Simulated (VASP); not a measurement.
# LiF (Fm-3m) in VASP: a series of runs

Aim: see how the results for LiF move with the level of theory and the settings. Levels: PBE, LDA. Tasks: single point.

Program: VASP 6.6.1. These are calculated values, not measurements. Logs are shortened: lines on timing, memory, paths and dates and some standing lists are left out, and cuts for length are marked.

### Step 1. The cell of the first run

Symmetry: Fm-3m, No. 225, cubic system. The conventional cell has a = 3.990 Å, b = 3.990 Å, c = 3.990 Å, α = 90.00°, β = 90.00°, γ = 90.00°. Within 2.6 Å of Li (site symmetry m-3m) lie 6 F at 1.99 Å. Within 2.6 Å of F (site symmetry m-3m) lie 6 Li at 1.99 Å.

### Step 2. Single point, PBE

INCAR reads:

```
ALGO = Normal ; EDIFF = 1E-6
ENCUT = 520 ; GGA = PE
ISIF = 2 ; ISMEAR = 0
LASPH = True ; LCHARG = False
LREAL = False ; LWAVE = False
NBANDS = 12 ; NELM = 60
PREC = Accurate ; SIGMA = 0.01
```

KPOINTS reads:

```
k-points
0
Gamma
  6 6 6
```

POSCAR reads:

```
LiF
1.0
    0.0000000000      1.9948717404      1.9948717404
    1.9948717404      0.0000000000      1.9948717404
    1.9948717404      1.9948717404      0.0000000000
Li F
1 1
Direct
    0.0000000000      0.0000000000      0.0000000000
    0.5000000000      0.5000000000      0.5000000000
```

Potentials or basis: VASP PAW PBE potentials, release 64 (Li_sv, F).

Launch:

```sh
cat potpaw_PBE.64/Li_sv/POTCAR potpaw_PBE.64/F/POTCAR > POTCAR
mpirun -np 1 vasp_std > vasp.out
```

OUTCAR:

```text
EDIFF = 1E-6
   ENCUT = 520
   GGA = PE
   ISIF = 2
   ISMEAR = 0
   LASPH = True
   LREAL = False
   NELM = 60
   PREC = Accurate

 ion  position               nearest neighbor table
   1  0.000  0.000  0.000-   2 1.99   2 1.99   2 1.99   2 1.99   2 1.99   2 1.99
   2  0.500  0.500  0.500-   1 1.99   1 1.99   1 1.99   1 1.99   1 1.99   1 1.99

  LATTYP: Found a face centered cubic cell.
 ALAT       =     3.9897434808

  Lattice vectors:

 A1 = (   0.0000000000,   1.9948717404,   1.9948717404)
 A2 = (   1.9948717404,   0.0000000000,   1.9948717404)
 A3 = (   1.9948717404,   1.9948717404,   0.0000000000)

Analysis of symmetry for initial positions (statically):
=====================================================================
 Subroutine PRICEL returns:
 Original cell was already a primitive cell.

 Routine SETGRP: Setting up the symmetry group for a
 face centered cubic supercell.

 Subroutine GETGRP returns: Found 48 space group operations
 (whereof 48 operations were pure point group operations)
 out of a pool of 48 trial point group operations.

The static configuration has the point symmetry O_h .

Analysis of symmetry for dynamics (positions and initial velocities):
=====================================================================
 Subroutine PRICEL returns:
 Original cell was already a primitive cell.

 Routine SETGRP: Setting up the symmetry group for a
 face centered cubic supercell.

 Subroutine GETGRP returns: Found 48 space group operations
 (whereof 48 operations were pure point group operations)
 out of a pool of 48 trial point group operations.

The dynamic configuration has the point symmetry O_h .

 Subroutine INISYM returns: Found 48 space group operations
 (whereof 48 operations are pure point group operations),
 and found     1 'primitive' translations

----------------------------------------------------------------------------------------

                                     Primitive cell

  volume of cell :      15.8772

  direct lattice vectors                    reciprocal lattice vectors
     0.000000000  1.994871740  1.994871740    -0.250642680  0.250642680  0.250642680
     1.994871740  0.000000000  1.994871740     0.250642680 -0.250642680  0.250642680
     1.994871740  1.994871740  0.000000000     0.250642680  0.250642680 -0.250642680

  length of vectors
     2.821174670  2.821174670  2.821174670     0.434125857  0.434125857  0.434125857

  position of ions in fractional coordinates (direct lattice)
     0.000000000  0.000000000  0.000000000
     0.500000000  0.500000000  0.500000000

  ion indices of the primitive-cell ions
   primitive index   ion index
                 1           1
                 2           2

----------------------------------------------------------------------------------------

 KPOINTS: k-points

Automatic generation of k-mesh.
 Grid dimensions read from file:
 generate k-points for:    6    6    6

 Generating k-lattice:

  Cartesian coordinates                     Fractional coordinates (reciprocal lattice)
    -0.041773780  0.041773780  0.041773780     0.166666667  0.000000000  0.000000000
     0.041773780 -0.041773780  0.041773780     0.000000000  0.166666667  0.000000000
     0.041773780  0.041773780 -0.041773780     0.000000000  0.000000000  0.166666667

  Length of vectors
     0.072354309  0.072354309  0.072354309

  Shift w.r.t. Gamma in fractional coordinates (k-lattice)
     0.000000000  0.000000000  0.000000000

 Subroutine IBZKPT returns following result:
 ===========================================

 Found     16 irreducible k-points:

 Following reciprocal coordinates:
            Coordinates               Weight
  0.000000  0.000000  0.000000      1.000000
  0.166667  0.000000  0.000000      8.000000
  0.333333  0.000000  0.000000      8.000000
  0.500000  0.000000  0.000000      4.000000
  0.166667  0.166667  0.000000      6.000000
  0.333333  0.166667  0.000000     24.000000
[... 8 lines left out ...]
 -0.333333  0.333333  0.166667     24.000000
 -0.333333  0.500000  0.166667     12.000000
   k-points           NKPTS =     16   k-points in BZ     NKDIM =     16   number of bands    NBANDS=     12
   number of dos      NEDOS =    301   number of ions     NIONS =      2
   total plane-waves  NPLWV =  13824
   dimension x,y,z NGX =    24 NGY =   24 NGZ =   24
   dimension x,y,z NGXF=    48 NGYF=   48 NGZF=   48
   ions per type =               1   1
   NGX,Y,Z   is equivalent  to a cutoff of  14.14, 14.14, 14.14 a.u.
   NGXF,Y,Z  is equivalent  to a cutoff of  28.29, 28.29, 28.29 a.u.
 SYSTEM =  unknown system
   PREC   = accura    normal or accurate (medium, high low for compatibility)
   ISTART =      0    job   : 0-new  1-cont  2-samecut
   ICHARG =      2    charge: 1-file 2-atom 10-const
   ISPIN  =      1    spin polarized calculation?
   LNONCOLLINEAR =      F non collinear calculations
   LSORBIT =      F    spin-orbit coupling
   LASPH  =      T    aspherical Exc in radial PAW
   ENCUT  =  520.0 eV  38.22 Ry    6.18 a.u.   5.25  5.25  5.25*2*pi/ulx,y,z
   NELM   =     60;   NELMIN=  2; NELMDL= -5     # of ELM steps
   EDIFF  = 0.1E-05   stopping-criterion for ELM
   LREAL  =      F    real-space projection
   EDIFFG = 0.1E-04   stopping-criterion for IOM
   NSW    =      0    number of steps for IOM
   IBRION =     -1    ionic relax: 0-MD 1-quasi-New 2-CG
   NFREE  =      0    steps in history (QN), initial steepest desc. (CG)
   ISIF   =      2    stress and relaxation
   ISYM   =      2    0-nonsym 1-usesym 2-fastsym
   POTIM  = 0.5000    time-step for ionic-motion
   TEBEG  =    0.0;   TEEND  =   0.0 temperature during run
   PSTRESS=    0.0 pullay stress
   NELECT =      10.0000    total number of electrons
   NUPDOWN=      -1.0000    fix difference up-down
   EMIN   =  10.00;   EMAX   =-10.00  energy-range for DOS
   EFERMI =   0.00;   METHOD = LEGACY
   ISMEAR =     0;   SIGMA  =   0.01  broadening in eV -4-tet -1-fermi 0-gaus
   EFERMI_NEDOS =   21; number of points for ismear=-14 and -15
   IALGO  =     38    algorithm
   IMIX   =      4    mixing-type and parameters
     AMIX     =   0.40;   BMIX     =  1.00
     AMIX_MAG =   1.60;   BMIX_MAG =  1.00
  volume/ion in A,a.u.               =       7.94        53.57
  Fermi-wavevector in a.u.,A,eV,Ry     =   1.403298  2.651848 26.793202  1.969245
  Thomas-Fermi vector in A             =   2.525974
   LORBIT       =      0    0 simple, 1 ext, 2 COOP (PROOUT), +10 PAW based schemes
   GGA     = PE    functional components
   LHFCALC =     F    Hartree Fock is set to
   AEXX    =    0.0000 exact exchange contribution
   IVDW    =     0    specifies the selected vdW correction
   LEPSILON=     F    determine dielectric tensor
   LRPA    =     F    only Hartree local field effects (RPA)
 non-spin polarized calculation
 Gauss-broadening in eV      SIGMA  =   0.01
  energy-cutoff  :      520.00
  volume of cell :       15.88
 maximum number of plane-waves:       444
 NGX is ok and might be reduce to    24
   NGX = 11   NGY = 11   NGZ = 11

 number of electron      10.0000000 magnetization

 number of electron       9.9999997 magnetization

 Free energy of the ion-electron system (eV)
  ---------------------------------------------------
  ext. energy  EPLUGINS =         0.00000000
  ---------------------------------------------------
  free energy    TOTEN  =        -9.62825919 eV

  energy without entropy =       -9.62825919  energy(sigma->0) =       -9.62825919

 E-fermi :  -0.6497     XC(G=0): -10.1228

 val. band max:       -0.8419982707   @ k =   0.0000   0.0000   0.0000
 cond. band min:       8.5098928533   @ k =   0.0000   0.0000   0.0000
 fundamental gap:      9.3518911240
 Fermi energy:        -0.6496671459

 k-point     1 :       0.0000    0.0000    0.0000
  band No.  band energies     occupation
      1     -41.7003      2.00000
      2     -20.8958      2.00000
      3      -0.8420      2.00000
      4      -0.8420      2.00000
      5      -0.8420      2.00000
      6       8.5099      0.00000
      7      23.5068      0.00000
      8      23.5068      0.00000
      9      23.5068      0.00000
     10      23.7657      0.00000
     11      23.7657      0.00000
     12      23.7657      0.00000

 k-point     2 :       0.1667    0.0000    0.0000
  band No.  band energies     occupation
      1     -41.6839      2.00000
      2     -20.7884      2.00000
      3      -1.5874      2.00000
      4      -0.9042      2.00000
      5      -0.9042      2.00000
      6       9.2155      0.00000
      7      18.9539      0.00000
      8      21.1605      0.00000
      9      21.1605      0.00000
     10      25.5673      0.00000
     11      25.7241      0.00000
     12      25.7241      0.00000

 k-point     3 :       0.3333    0.0000    0.0000
  band No.  band energies     occupation
      1     -41.6508      2.00000
      2     -20.5608      2.00000
      3      -2.8693      2.00000
      4      -1.0230      2.00000
      5      -1.0230      2.00000
      6      10.0396      0.00000
      7      16.5253      0.00000
      8      19.0579      0.00000
      9      19.0579      0.00000
     10      27.8693      0.00000
     11      28.5812      0.00000
     12      28.5812      0.00000

 k-point     4 :       0.5000    0.0000    0.0000
  band No.  band energies     occupation
      1     -41.6344      2.00000
      2     -20.4403      2.00000
      3      -3.4460      2.00000
      4      -1.0797      2.00000
      5      -1.0796      2.00000
      6      10.0826      0.00000
      7      16.2402      0.00000
      8      18.2828      0.00000
      9      18.2828      0.00000
     10      30.0407      0.00000
     11      30.6910      0.00000
     12      30.6910      0.00000

 k-point     5 :       0.1667    0.1667    0.0000
  band No.  band energies     occupation
      1     -41.6788      2.00000
      2     -20.7457      2.00000
      3      -1.5570      2.00000
      4      -1.1104      2.00000
      5      -1.1104      2.00000
      6       9.6127      0.00000
      7      19.8640      0.00000
      8      20.6629      0.00000
      9      20.7324      0.00000
     10      20.7324      0.00000
     11      29.0624      0.00000
     12      29.0624      0.00000
[... 108 lines left out ...]
      1     -41.6176      2.00000
      2     -20.1539      2.00000
      3      -3.9720      2.00000
      4      -1.8826      2.00000
      5      -1.8826      2.00000
      6      14.2410      0.00000
      7      15.7660      0.00000
      8      16.9589      0.00000
      9      19.7364      0.00000
     10      19.7364      0.00000
     11      33.0934      0.00000
     12      37.9195      0.00000

 k-point    14 :       0.5000    0.3333    0.1667
  band No.  band energies     occupation
      1     -41.6311      2.00000
      2     -20.3493      2.00000
      3      -3.0287      2.00000
      4      -2.1464      2.00000
      5      -1.3816      2.00000
      6      12.1985      0.00000
      7      15.2755      0.00000
      8      18.2884      0.00000
      9      19.1246      0.00000
     10      24.0005      0.00000
     11      30.4119      0.00000
     12      34.2722      0.00000

 k-point    15 :      -0.3333    0.3333    0.1667
  band No.  band energies     occupation
      1     -41.6207      2.00000
      2     -20.2491      2.00000
      3      -3.1432      2.00000
      4      -2.5798      2.00000
      5      -1.4929      2.00000
      6      12.9091      0.00000
      7      14.7750      0.00000
      8      17.9856      0.00000
      9      18.7413      0.00000
     10      26.7825      0.00000
     11      27.6015      0.00000
     12      35.1314      0.00000

 k-point    16 :      -0.3333    0.5000    0.1667
  band No.  band energies     occupation
      1     -41.6165      2.00000
      2     -20.1757      2.00000
      3      -3.5064      2.00000
      4      -2.4687      2.00000
      5      -1.7205      2.00000
      6      14.2924      0.00000
      7      14.7936      0.00000
      8      16.9002      0.00000
      9      19.0045      0.00000
     10      23.4547      0.00000
     11      31.2263      0.00000
     12      33.6664      0.00000

------------------------ aborting loop because EDIFF is reached ----------------------------------------

  FORCE on cell =-STRESS in cart. coord.  units (eV):
  Direction    XX          YY          ZZ          XY          YZ          ZX
  --------------------------------------------------------------------------------------
  -------------------------------------------------------------------------------------
  Total        0.3934948      0.3934948      0.3934948      0.0000000     -0.0000000     -0.0000000
  in kB       39.7076938     39.7076938     39.7076938      0.0000000     -0.0000000     -0.0000000
  external PRESSURE =      39.7076938 kB  Pullay stress =       0.0000000 kB

 VOLUME and BASIS-vectors are now :
 -----------------------------------------------------------------------------
  energy-cutoff  :      520.00
  volume of cell :       15.88
      direct lattice vectors                 reciprocal lattice vectors
     0.000000000  1.994871740  1.994871740    -0.250642680  0.250642680  0.250642680
     1.994871740  0.000000000  1.994871740     0.250642680 -0.250642680  0.250642680
     1.994871740  1.994871740  0.000000000     0.250642680  0.250642680 -0.250642680

 POSITION                                       TOTAL-FORCE (eV/Angst)
 -----------------------------------------------------------------------------------
      0.00000      0.00000      0.00000        -0.000000     -0.000000      0.000000
      1.99487      1.99487      1.99487         0.000000      0.000000     -0.000000
 -----------------------------------------------------------------------------------
    total drift:                               -0.000000     -0.000000      0.000000

  FREE ENERGIE OF THE ION-ELECTRON SYSTEM (eV)
  ---------------------------------------------------
  free  energy   TOTEN  =        -9.6282591926 eV

  energy  without entropy=       -9.6282591926  energy(sigma->0) =       -9.62825919
```

Wall time 2.8 s (1 thread of Intel Xeon Platinum 8488C (Sapphire Rapids), shared host); peak memory 0.12 GiB.

What came out:

| Item | Value |
| --- | --- |
| Free energy | -9.6283 eV |
| Band gap on the k mesh | 9.35 eV |

Levels at points of the mesh, in eV from the valence-band top:
```csv
k point,band 2,band 3,band 4,band 5,band 6,band 7,band 8,band 9
"(0.00, 0.00, 0.00)",-20.05,0.00,0.00,0.00,9.35,24.35,24.35,24.35
"(0.50, 0.00, 0.00)",-19.60,-2.60,-0.24,-0.24,10.92,17.08,19.12,19.12
"(0.50, 0.50, 0.00)",-19.31,-3.13,-1.04,-1.04,15.08,16.61,17.80,20.58
```

Caveat: the k points lie up to 0.45 Å⁻¹ apart; the cutoff is under 1.25 times the usual one of these potentials, so pressure, stress and relaxed cells hold a basis-set (Pulay) error.

(Part 1 of 2 ends here.)
